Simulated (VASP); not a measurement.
# Ni (Im-3m) in VASP: single point with PBE

Aim: the single point of Ni with PBE.

All numbers are computed with VASP 6.6.1; they aren't measurements. Logs are shortened: lines on timing, memory, paths and dates and some standing lists are left out, and cuts for length are marked.

**1. The cell of the first run**

It takes space group Im-3m (No. 229, cubic). The conventional cell has a = 2.546 Å, b = 2.546 Å, c = 2.546 Å, α = 90.00°, β = 90.00°, γ = 90.00°. Ni (site symmetry m-3m) has 14 Ni at 2.20 to 2.55 Å within 2.9 Å.

**2. Single point, PBE, collinear spin, ferromagnetic start (strain -0.080 along x and y, -0.080 along z)**

The input, INCAR:

```
SYSTEM = Ni
ALGO     = Normal         ! electronic algorithm
EDIFF    = 1E-6           ! SCF threshold, eV
ENCUT    = 520            ! plane-wave cutoff, eV
GGA      = PE             ! functional
ISIF     = 2              ! what is computed and relaxed
ISMEAR   = 0              ! smearing method
ISPIN    = 2              ! spin polarisation
LASPH    = .True.         ! aspherical terms in the spheres
LCHARG   = .False.        ! write CHGCAR
LMAXMIX  = 4              ! l up to which the mixer works
LORBIT   = 11             ! projections on sites
LREAL    = .False.        ! projectors in reciprocal space
LWAVE    = .False.        ! write WAVECAR
MAGMOM   = 0.59           ! initial moments
NBANDS   = 15             ! bands
NELM     = 150            ! most SCF steps
PREC     = Accurate       ! precision mode
SIGMA    = 0.15           ! smearing width, eV
```

The input, KPOINTS:

```
k-points
0
Gamma
  24 24 24
  0 0 0
```

The input, POSCAR:

```
Ni
1.0
   -1.2730182324      1.2730182324      1.2730182324
    1.2730182324     -1.2730182324      1.2730182324
    1.2730182324      1.2730182324     -1.2730182324
Ni
1
Direct
    0.0000000000      0.0000000000      0.0000000000
```

Potentials or basis: VASP PAW PBE potentials, release 64 (Ni).

Run with:

```console
cat potpaw_PBE.64/Ni/POTCAR > POTCAR
mpirun -np 1 vasp_std > vasp.out
```

OUTCAR:

```text
SYSTEM = Ni
   EDIFF = 1E-6
   ENCUT = 520
   GGA = PE
   ISIF = 2
   ISMEAR = 0
   ISPIN = 2
   LASPH = .True.
   LORBIT = 11
   LREAL = .False.
   NELM = 150
   PREC = Accurate

 ion  position               nearest neighbor table
   1  0.000  0.000  0.000-

  LATTYP: Found a body centered cubic cell.
 ALAT       =     2.5460364648

  Lattice vectors:

 A1 = (  -1.2730182324,   1.2730182324,   1.2730182324)
 A2 = (   1.2730182324,  -1.2730182324,   1.2730182324)
 A3 = (   1.2730182324,   1.2730182324,  -1.2730182324)

Analysis of symmetry for initial positions (statically):
=====================================================================
 Subroutine PRICEL returns:
 Original cell was already a primitive cell.

 Routine SETGRP: Setting up the symmetry group for a
 body centered cubic supercell.

 Subroutine GETGRP returns: Found 48 space group operations
 (whereof 48 operations were pure point group operations)
 out of a pool of 48 trial point group operations.

The static configuration has the point symmetry O_h .

Analysis of symmetry for dynamics (positions and initial velocities):
=====================================================================
 Subroutine PRICEL returns:
 Original cell was already a primitive cell.

 Routine SETGRP: Setting up the symmetry group for a
 body centered cubic supercell.

 Subroutine GETGRP returns: Found 48 space group operations
 (whereof 48 operations were pure point group operations)
 out of a pool of 48 trial point group operations.

The dynamic configuration has the point symmetry O_h .

Analysis of structural, dynamic, and magnetic symmetry:
=====================================================================
 Subroutine PRICEL returns:
 Original cell was already a primitive cell.

 Routine SETGRP: Setting up the symmetry group for a
 body centered cubic supercell.

 Subroutine GETGRP returns: Found 48 space group operations
 (whereof 48 operations were pure point group operations)
 out of a pool of 48 trial point group operations.

The overall configuration has the point symmetry O_h .

 Subroutine INISYM returns: Found 48 space group operations
 (whereof 48 operations are pure point group operations),
 and found     1 'primitive' translations

----------------------------------------------------------------------------------------

                                     Primitive cell

  volume of cell :       8.2521

  direct lattice vectors                    reciprocal lattice vectors
    -1.273018232  1.273018232  1.273018232     0.000000000  0.392767352  0.392767352
     1.273018232 -1.273018232  1.273018232     0.392767352  0.000000000  0.392767352
     1.273018232  1.273018232 -1.273018232     0.392767352  0.392767352  0.000000000

  length of vectors
     2.204932257  2.204932257  2.204932257     0.555456916  0.555456916  0.555456916

  position of ions in fractional coordinates (direct lattice)
     0.000000000  0.000000000  0.000000000

  ion indices of the primitive-cell ions
   primitive index   ion index
                 1           1

----------------------------------------------------------------------------------------

 KPOINTS: k-points

Automatic generation of k-mesh.
 Grid dimensions read from file:
 generate k-points for:   24   24   24

 Generating k-lattice:

  Cartesian coordinates                     Fractional coordinates (reciprocal lattice)
     0.000000000  0.016365306  0.016365306     0.041666667  0.000000000  0.000000000
     0.016365306  0.000000000  0.016365306     0.000000000  0.041666667  0.000000000
     0.016365306  0.016365306  0.000000000     0.000000000  0.000000000  0.041666667

  Length of vectors
     0.023144038  0.023144038  0.023144038

  Shift w.r.t. Gamma in fractional coordinates (k-lattice)
     0.000000000  0.000000000  0.000000000

 Subroutine IBZKPT returns following result:
 ===========================================

 Found    413 irreducible k-points:

 Following reciprocal coordinates:
            Coordinates               Weight
  0.000000  0.000000  0.000000      1.000000
  0.041667  0.000000  0.000000     12.000000
  0.083333  0.000000  0.000000     12.000000
  0.125000  0.000000  0.000000     12.000000
  0.166667  0.000000  0.000000     12.000000
  0.208333  0.000000  0.000000     12.000000
[... 16 lines left out ...]
  0.416667  0.041667  0.000000     48.000000
  0.458333  0.041667  0.000000     48.000000
 [... further k-points ...]
   k-points           NKPTS =    413   k-points in BZ     NKDIM =    413   number of bands    NBANDS=     15
   number of dos      NEDOS =    301   number of ions     NIONS =      1
   total plane-waves  NPLWV =   4096
   dimension x,y,z NGX =    16 NGY =   16 NGZ =   16
   dimension x,y,z NGXF=    32 NGYF=   32 NGZF=   32
   ions per type =               1
   NGX,Y,Z   is equivalent  to a cutoff of  12.06, 12.06, 12.06 a.u.
   NGXF,Y,Z  is equivalent  to a cutoff of  24.13, 24.13, 24.13 a.u.
 SYSTEM =  Ni
   PREC   = accura    normal or accurate (medium, high low for compatibility)
   ISTART =      0    job   : 0-new  1-cont  2-samecut
   ICHARG =      2    charge: 1-file 2-atom 10-const
   ISPIN  =      2    spin polarized calculation?
   LNONCOLLINEAR =      F non collinear calculations
   LSORBIT =      F    spin-orbit coupling
   LASPH  =      T    aspherical Exc in radial PAW
   ENCUT  =  520.0 eV  38.22 Ry    6.18 a.u.   4.10  4.10  4.10*2*pi/ulx,y,z
   NELM   =    150;   NELMIN=  2; NELMDL= -5     # of ELM steps
   EDIFF  = 0.1E-05   stopping-criterion for ELM
   LREAL  =      F    real-space projection
   EDIFFG = 0.1E-04   stopping-criterion for IOM
   NSW    =      0    number of steps for IOM
   IBRION =     -1    ionic relax: 0-MD 1-quasi-New 2-CG
   NFREE  =      0    steps in history (QN), initial steepest desc. (CG)
   ISIF   =      2    stress and relaxation
   ISYM   =      2    0-nonsym 1-usesym 2-fastsym
   POTIM  = 0.5000    time-step for ionic-motion
   TEBEG  =    0.0;   TEEND  =   0.0 temperature during run
   PSTRESS=    0.0 pullay stress
   NELECT =      10.0000    total number of electrons
   NUPDOWN=      -1.0000    fix difference up-down
   EMIN   =  10.00;   EMAX   =-10.00  energy-range for DOS
   EFERMI =   0.00;   METHOD = LEGACY
   ISMEAR =     0;   SIGMA  =   0.15  broadening in eV -4-tet -1-fermi 0-gaus
   EFERMI_NEDOS =   21; number of points for ismear=-14 and -15
   IALGO  =     38    algorithm
   IMIX   =      4    mixing-type and parameters
     AMIX     =   0.40;   BMIX     =  1.00
     AMIX_MAG =   1.60;   BMIX_MAG =  1.00
  volume/ion in A,a.u.               =       8.25        55.69
  Fermi-wavevector in a.u.,A,eV,Ry     =   1.745367  3.298266 41.447531  3.046308
  Thomas-Fermi vector in A             =   2.817068
   LORBIT       =     11    0 simple, 1 ext, 2 COOP (PROOUT), +10 PAW based schemes
   GGA     = PE    functional components
   LHFCALC =     F    Hartree Fock is set to
   AEXX    =    0.0000 exact exchange contribution
   IVDW    =     0    specifies the selected vdW correction
   LEPSILON=     F    determine dielectric tensor
   LRPA    =     F    only Hartree local field effects (RPA)
 spin polarized calculation
 Gauss-broadening in eV      SIGMA  =   0.15
  energy-cutoff  :      520.00
  volume of cell :        8.25
 maximum number of plane-waves:       236
   NGX =  9   NGY =  9   NGZ =  9

 number of electron      10.0000010 magnetization       0.0005903

 Free energy of the ion-electron system (eV)
  ---------------------------------------------------
  ext. energy  EPLUGINS =         0.00000000
  ---------------------------------------------------
  free energy    TOTEN  =        -4.69934185 eV

  energy without entropy =       -4.68369888  energy(sigma->0) =       -4.69152037

 E-fermi :  13.7528     XC(G=0): -14.9673

 val. band max:       13.7461419706   @ k =  -0.3750   0.3750   0.0833
 cond. band min:      13.7595373277   @ k =  -0.3750   0.5000   0.1250
 fundamental gap:      0.0133953571
 Fermi energy:        13.7527850123

 spin component 1

 k-point     1 :       0.0000    0.0000    0.0000
  band No.  band energies     occupation
      1       2.8245      1.00000
      2      10.9299      1.00000
      3      10.9299      1.00000
      4      10.9299      1.00000
      5      12.8862      1.00000
      6      12.8862      1.00000
      7      43.0511      0.00000
      8      43.0511      0.00000
      9      43.0511      0.00000
     10      50.2183      0.00000
     11      50.2183      0.00000
     12      53.9714      0.00000
     13      53.9714      0.00000
     14      53.9714      0.00000
     15      54.4041      0.00000
[... 397 lines left out ...]
 k-point    24 :       0.4583    0.0417    0.0000
  band No.  band energies     occupation
      1       7.5251      1.00000
      2       9.5086      1.00000
      3      12.7899      1.00000
      4      12.8755      1.00000
      5      13.5922      0.93503
      6      14.7641      0.00000
      7      23.0025      0.00000
      8      35.0686      0.00000
      9      38.0242      0.00000
     10      42.6367      0.00000
     11      47.7461      0.00000
     12      54.5206      0.00000
     13      59.7156      0.00000
     14      61.0357      0.00000
     15      63.4236      0.00000

 [... further k-points ...]

 spin component 2

 k-point     1 :       0.0000    0.0000    0.0000
  band No.  band energies     occupation
      1       2.8245      1.00000
      2      10.9306      1.00000
      3      10.9306      1.00000
      4      10.9306      1.00000
      5      12.8866      1.00000
      6      12.8866      1.00000
      7      43.0510      0.00000
      8      43.0510      0.00000
      9      43.0510      0.00000
     10      50.2183      0.00000
     11      50.2183      0.00000
     12      53.9714      0.00000
     13      53.9714      0.00000
     14      53.9715      0.00000
     15      54.4043      0.00000
[... 397 lines left out ...]
 k-point    24 :       0.4583    0.0417    0.0000
  band No.  band energies     occupation
      1       7.5255      1.00000
      2       9.5093      1.00000
      3      12.7902      1.00000
      4      12.8760      1.00000
      5      13.5925      0.93457
      6      14.7648      0.00000
      7      23.0029      0.00000
      8      35.0686      0.00000
      9      38.0243      0.00000
     10      42.6368      0.00000
     11      47.7463      0.00000
     12      54.5206      0.00000
     13      59.7169      0.00000
     14      61.0358      0.00000
     15      63.4238      0.00000

 [... further k-points ...]

------------------------ aborting loop because EDIFF is reached ----------------------------------------

  FORCE on cell =-STRESS in cart. coord.  units (eV):
  Direction    XX          YY          ZZ          XY          YZ          ZX
  --------------------------------------------------------------------------------------
  -------------------------------------------------------------------------------------
  Total        5.5043392      5.5043392      5.5043392      0.0000000      0.0000000      0.0000000
  in kB     1068.6903997   1068.6903997   1068.6903997      0.0000000      0.0000000      0.0000000
  external PRESSURE =    1068.6903997 kB  Pullay stress =       0.0000000 kB

 VOLUME and BASIS-vectors are now :
 -----------------------------------------------------------------------------
  energy-cutoff  :      520.00
  volume of cell :        8.25
      direct lattice vectors                 reciprocal lattice vectors
    -1.273018232  1.273018232  1.273018232     0.000000000  0.392767352  0.392767352
     1.273018232 -1.273018232  1.273018232     0.392767352  0.000000000  0.392767352
     1.273018232  1.273018232 -1.273018232     0.392767352  0.392767352  0.000000000

 POSITION                                       TOTAL-FORCE (eV/Angst)
 -----------------------------------------------------------------------------------
      0.00000      0.00000      0.00000        -0.000000     -0.000000      0.000000
 -----------------------------------------------------------------------------------
    total drift:                               -0.000000      0.000000      0.000000

  FREE ENERGIE OF THE ION-ELECTRON SYSTEM (eV)
  ---------------------------------------------------
  free  energy   TOTEN  =        -4.6993418510 eV

  energy  without entropy=       -4.6836988794  energy(sigma->0) =       -4.69152037

 total charge

# of ion       s       p       d       tot
------------------------------------------
    1        0.631   0.791   8.541   9.963

 magnetization (x)

# of ion       s       p       d       tot
------------------------------------------
    1       -0.000  -0.000   0.001   0.000
```

It took 51 s on 1 thread of AMD EPYC 9R45 (Zen 5), shared host; peak memory 0.15 GiB.

What came out:

```
Free energy                                           : -4.6993 eV
Pressure                                              : 106.9 GPa
Band gap on the k mesh                                : zero (filled and empty bands overlap)
Net moment                                            : 0.00 μB per cell
Valence electrons inside the program's atomic spheres : Ni 9.96
```

Caveat: the cell differs from its parent crystal (strain -0.080 along x and y, -0.080 along z).
